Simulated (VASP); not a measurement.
# ZrB2 (P6/mmm) in VASP: notebook, part 2 of 2

VASP 6.6.1.

**3. Relaxation of shape and atoms at fixed volume, PBEsol (volume scaled by 1.06)**

File INCAR:

```
SYSTEM = ZrB2
PREC = Accurate
ENCUT = 600
EDIFF = 1E-6
ISMEAR = 0
SIGMA = 0.1
LREAL = .False.
LASPH = .True.
NELM = 80
ALGO = Normal
ISIF = 4
LWAVE = .False.
LCHARG = .False.
GGA = PS
IBRION = 2
NSW = 50
EDIFFG = -0.01
```

File KPOINTS:

```
regular mesh
0
Gamma
  18 18 12
  0 0 0
```

File POSCAR:

```
ZrB2
1.0
    3.2148779206      0.0000000000      0.0000000000
   -1.6074389603      2.7841659493      0.0000000000
    0.0000000000      0.0000000000      3.5798556428
Zr B
1 2
Direct
    0.0000000000      0.0000000000      0.0000000000
    0.3333333333      0.6666666667      0.5000000000
    0.6666666667      0.3333333333      0.5000000000
```

Potentials or basis: VASP PAW PBE potentials, release 64 (Zr_sv, B).

Launch:

```console
cat potpaw_PBE.64/Zr_sv/POTCAR potpaw_PBE.64/B/POTCAR > POTCAR
mpirun -np 1 vasp_std > vasp.out
```

OUTCAR:

```text
SYSTEM = ZrB2
   PREC = Accurate
   ENCUT = 600
   EDIFF = 1E-6
   ISMEAR = 0
   LREAL = .False.
   LASPH = .True.
   NELM = 80
   ISIF = 4
   GGA = PS
   IBRION = 2
   NSW = 50
   EDIFFG = -0.01

 ion  position               nearest neighbor table
   1  0.000  0.000  0.000-   2 2.58   3 2.58   2 2.58   3 2.58   2 2.58   2 2.58   3 2.58   3 2.58
                             3 2.58   3 2.58   2 2.58   2 2.58
   2  0.333  0.667  0.500-   3 1.86   3 1.86   3 1.86   1 2.58   1 2.58   1 2.58   1 2.58   1 2.58
                             1 2.58
   3  0.667  0.333  0.500-   2 1.86   2 1.86   2 1.86   1 2.58   1 2.58   1 2.58   1 2.58   1 2.58
                             1 2.58

  LATTYP: Found a hexagonal cell.
 ALAT       =     3.2148779206
 C/A-ratio  =     1.1135277081

  Lattice vectors:

 A1 = (   3.2148779206,   0.0000000000,   0.0000000000)
 A2 = (  -1.6074389603,   2.7841659493,   0.0000000000)
 A3 = (   0.0000000000,   0.0000000000,   3.5798556428)

Analysis of symmetry for initial positions (statically):
=====================================================================
 Subroutine PRICEL returns:
 Original cell was already a primitive cell.

 Routine SETGRP: Setting up the symmetry group for a
 hexagonal supercell.

 Subroutine GETGRP returns: Found 24 space group operations
 (whereof 24 operations were pure point group operations)
 out of a pool of 24 trial point group operations.

The static configuration has the point symmetry D_6h.

Analysis of symmetry for dynamics (positions and initial velocities):
=====================================================================
 Subroutine PRICEL returns:
 Original cell was already a primitive cell.

 Routine SETGRP: Setting up the symmetry group for a
 hexagonal supercell.

 Subroutine GETGRP returns: Found 24 space group operations
[... 186 lines left out ...]
  free  energy   TOTEN  =       -26.3321991034 eV

  energy  without entropy=      -26.3310515213  energy(sigma->0) =      -26.33162531

--------------------------------------- Ionic step        2  -------------------------------------------

 number of electron      18.0000000 magnetization

 Free energy of the ion-electron system (eV)
  ---------------------------------------------------
  ext. energy  EPLUGINS =         0.00000000
  ---------------------------------------------------
  free energy    TOTEN  =       -26.33228641 eV

  energy without entropy =      -26.33113555  energy(sigma->0) =      -26.33171098

 E-fermi :  10.0199     XC(G=0): -12.3458

 val. band max:       10.0197537662   @ k =   0.2222   0.2222   0.0833
 cond. band min:      10.0236167386   @ k =   0.0000   0.0000   0.2500
 fundamental gap:      0.0038629724
 Fermi energy:        10.0198692944

 k-point     1 :       0.0000    0.0000    0.0000
  band No.  band energies     occupation
      1     -38.6645      2.00000
      2     -16.8669      2.00000
      3     -16.3588      2.00000
      4     -16.3588      2.00000
      5      -2.5286      2.00000
      6       7.4420      2.00000
      7       7.4420      2.00000
      8       7.4445      2.00000
      9       7.6302      2.00000
     10      13.1866      0.00000
     11      13.1866      0.00000
     12      13.9603      0.00000
     13      13.9603      0.00000
[... 354 lines left out ...]
  band No.  band energies     occupation
      1     -38.5653      2.00000
      2     -17.1355      2.00000
      3     -16.7156      2.00000
      4     -16.6054      2.00000
      5       0.7988      2.00000
      6       2.2577      2.00000
      7       5.7906      2.00000
      8       6.3857      2.00000
      9       8.6086      2.00000
     10      10.3514      0.00000
     11      13.1495      0.00000
     12      14.3322      0.00000
     13      14.7797      0.00000

 [... further k-points ...]

------------------------ aborting loop because EDIFF is reached ----------------------------------------

  FORCE on cell =-STRESS in cart. coord.  units (eV):
  Direction    XX          YY          ZZ          XY          YZ          ZX
  --------------------------------------------------------------------------------------
  -------------------------------------------------------------------------------------
  Total       -2.5459500     -2.5459500     -2.5439260      0.0000000      0.0000000      0.0000000
  in kB     -127.3020300   -127.3020300   -127.2008278      0.0000000      0.0000000      0.0000000
  external PRESSURE =    -127.2682959 kB  Pullay stress =       0.0000000 kB

 VOLUME and BASIS-vectors are now :
 -----------------------------------------------------------------------------
  energy-cutoff  :      600.00
  volume of cell :       32.04
      direct lattice vectors                 reciprocal lattice vectors
     3.212759642  0.000000000 -0.000000000     0.311258890  0.179705404 -0.000000000
    -1.606379821  2.782331466  0.000000000    -0.000000000  0.359410808 -0.000000000
     0.000000000  0.000000000  3.584577833     0.000000000 -0.000000000  0.278972880

 POSITION                                       TOTAL-FORCE (eV/Angst)
 -----------------------------------------------------------------------------------
      0.00000      0.00000      0.00000        -0.000000     -0.000000      0.000000
     -0.00000      1.85489      1.79229        -0.000000     -0.000000     -0.000000
      1.60638      0.92744      1.79229         0.000000      0.000000      0.000000
 -----------------------------------------------------------------------------------
    total drift:                               -0.000000      0.000000      0.000000

  FREE ENERGIE OF THE ION-ELECTRON SYSTEM (eV)
  ---------------------------------------------------
  free  energy   TOTEN  =       -26.3322864102 eV

  energy  without entropy=      -26.3311355503  energy(sigma->0) =      -26.33171098

 reached required accuracy - stopping structural energy minimisation
```

It took 2.1 min on 1 thread of Intel Xeon Platinum 8259CL at 2.50GHz (Skylake/Cascade Lake), shared host; peak memory 0.28 GiB.

What came out:

| Item | Value |
| --- | --- |
| Free energy | -26.3323 eV |
| Energy gained by relaxing | 0.0 meV/atom |
| Ionic steps | 2 |
| Pressure after relaxing | -12.7 GPa |
| Band gap on the k mesh | zero (band 9 reaches 10.70 eV, above the bottom of band 10 at 9.48 eV) |

Final structure:
```
CELL_PARAMETERS angstrom
3.21276 0.00000 0.00000
-1.60638 2.78233 0.00000
0.00000 0.00000 3.58458
ATOMIC_POSITIONS crystal
Zr 0.00000 0.00000 0.00000
B 0.33333 0.66667 0.50000
B 0.66667 0.33333 0.50000
```

Caveat: the PAW data sets were made with another functional, which shifts forces and pressure a little.

**4. Relaxation of shape and atoms at fixed volume, PBEsol (volume scaled by 1.03)**

File INCAR:

```
  PREC = Accurate
  ENCUT = 600
  EDIFF = 1E-6
  ISMEAR = 0
  SIGMA = 0.1
  LREAL = False
  LASPH = True
  NELM = 60
  ALGO = Normal
  ISIF = 4
  LWAVE = False
  LCHARG = False
  GGA = PS
  IBRION = 2
  NSW = 50
  EDIFFG = -0.01
```

File KPOINTS:

```
regular mesh
0
Gamma
  18 18 12
```

File POSCAR:

```
ZrB2
1.0
    3.1861765192      0.0000000000      0.0000000000
   -1.5930882596      2.7593098066      0.0000000000
    0.0000000000      0.0000000000      3.5414913068
Zr B
1 2
Direct
    0.0000000000      0.0000000000      0.0000000000
    0.3333333333      0.6666666667      0.5000000000
    0.6666666667      0.3333333333      0.5000000000
```

Potentials or basis: VASP PAW PBE potentials, release 64 (Zr_sv, B).

Launch:

```console
cat potpaw_PBE.64/Zr_sv/POTCAR potpaw_PBE.64/B/POTCAR > POTCAR
mpirun -np 1 vasp_std > vasp.out
```

OUTCAR:

```text
PREC = Accurate
   ENCUT = 600
   EDIFF = 1E-6
   ISMEAR = 0
   LREAL = False
   LASPH = True
   NELM = 60
   ISIF = 4
   GGA = PS
   IBRION = 2
   NSW = 50
   EDIFFG = -0.01

 ion  position               nearest neighbor table
   1  0.000  0.000  0.000-   2 2.55   3 2.55   2 2.55   3 2.55   3 2.55   3 2.55   2 2.55   2 2.55
                             3 2.55   3 2.55   2 2.55   2 2.55
   2  0.333  0.667  0.500-   3 1.84   3 1.84   3 1.84   1 2.55   1 2.55   1 2.55   1 2.55   1 2.55
                             1 2.55
   3  0.667  0.333  0.500-   2 1.84   2 1.84   2 1.84   1 2.55   1 2.55   1 2.55   1 2.55   1 2.55
                             1 2.55

[... 633 lines left out ...]
  -------------------------------------------------------------------------------------
  Total       -1.3000569     -1.3000569     -1.3000124      0.0000000     -0.0000000      0.0000000
  in kB      -66.8985110    -66.8985110    -66.8962237      0.0000000     -0.0000000      0.0000000
  external PRESSURE =     -66.8977486 kB  Pullay stress =       0.0000000 kB

 VOLUME and BASIS-vectors are now :
 -----------------------------------------------------------------------------
  energy-cutoff  :      600.00
  volume of cell :       31.14
      direct lattice vectors                 reciprocal lattice vectors
     3.184236391  0.000000000  0.000000000     0.314047036  0.181315141  0.000000000
    -1.592118196  2.757629607  0.000000000     0.000000000  0.362630281  0.000000000
     0.000000000  0.000000000  3.545808222     0.000000000 -0.000000000  0.282023149

 POSITION                                       TOTAL-FORCE (eV/Angst)
 -----------------------------------------------------------------------------------
     -1.59212      2.75763      3.54581        -0.000000     -0.000000     -0.000000
     -0.00000      1.83842      1.77290        -0.000000      0.000000     -0.000000
      1.59212      0.91921      1.77290         0.000000     -0.000000      0.000000
 -----------------------------------------------------------------------------------
    total drift:                               -0.000000      0.000000      0.000000

  FREE ENERGIE OF THE ION-ELECTRON SYSTEM (eV)
  ---------------------------------------------------
  free  energy   TOTEN  =       -26.3871025023 eV

  energy  without entropy=      -26.3859976008  energy(sigma->0) =      -26.38655005

 reached required accuracy - stopping structural energy minimisation
```

CONTCAR:

```text
ZrB2
   1.00000000000000
     3.1842363913649478    0.0000000000000000    0.0000000000000000
    -1.5921181956824739    2.7576296066068866    0.0000000000000000
     0.0000000000000000    0.0000000000000000    3.5458082218929983
  Zr              B
     1     2
Direct
     0.0000000000000000    1.0000000000000000    1.0000000000000000
     0.3333333332999970    0.6666666667000030    0.5000000000000000
     0.6666666667000030    0.3333333332999970    0.5000000000000000

  0.00000000E+00  0.00000000E+00  0.00000000E+00
  0.00000000E+00  0.00000000E+00  0.00000000E+00
  0.00000000E+00  0.00000000E+00  0.00000000E+00
```

Run time: 1.9 min. Hardware: 1 thread of Intel Xeon Platinum 8488C (Sapphire Rapids), shared host; peak memory 0.27 GiB.

What came out:

```yaml
Free_energy: -26.3871 eV
Energy_gained_by_relaxing: 0.0 meV/atom
Ionic_steps: 2
Pressure_after_relaxing: -6.7 GPa
Band_gap_on_the_k_mesh: zero (band 9 reaches 11.02 eV, above the bottom of band 10 at 9.79 eV)
```

Final structure:
```yaml
crystal:
  lattice:
    - [3.18424, 0.00000, 0.00000]
    - [-1.59212, 2.75763, 0.00000]
    - [0.00000, 0.00000, 3.54581]
  atoms:
    - { symbol: Zr, position: [0.00000, 0.00000, 0.00000] }
    - { symbol: B, position: [0.33333, 0.66667, 0.50000] }
    - { symbol: B, position: [0.66667, 0.33333, 0.50000] }
```

Levels at points of the mesh, in eV from the Fermi level:
```tsv
k point	band 5	band 6	band 7	band 8	band 9	band 10	band 11	band 12	band 13
(0.00, 0.00, 0.00)	-12.68	-2.65	-2.65	-2.63	-2.37	3.29	3.29	4.10	4.10
(0.50, 0.00, 0.00)	-8.94	-8.49	-3.90	-3.07	-2.72	2.19	2.21	4.82	4.89
(0.00, 0.00, 0.50)	-10.67	-6.98	-0.98	-0.98	0.25	0.25	0.71	0.71	1.76
(0.50, 0.00, 0.50)	-9.88	-6.99	-4.61	-4.15	-2.06	3.63	3.97	5.19	6.12
```

Caveat: the PAW data sets were made with another functional, which shifts forces and pressure a little.

**5. Summary**

| task | cell | cutoff (eV) | gap on the mesh (eV) | pressure (GPa) |
| --- | --- | --- | --- | --- |
| single point | a = 3.155, b = 3.155, c = 3.507 Å, angles 90.0, 90.0, 120.0°, 3 atoms | 520 | none | 0.3 |
| relaxation of shape and atoms at fixed volume | relaxed from a = 3.215, b = 3.215, c = 3.580 Å, angles 90.0, 90.0, 120.0°, 3 atoms | 600 | none | -12.7 |
| relaxation of shape and atoms at fixed volume | relaxed from a = 3.186, b = 3.186, c = 3.541 Å, angles 90.0, 90.0, 120.0°, 3 atoms | 600 | none | -6.7 |

Alike in all rows: level PBEsol; potentials or basis VASP PAW PBE potentials, release 64 (Zr_sv, B); no spin polarisation; k mesh 18 × 18 × 12; smearing gaussian 0.1 eV.

Caveats: the PAW data sets were made with another functional, which shifts forces and pressure a little.

Absolute energies hang on the potentials; compare differences alone.
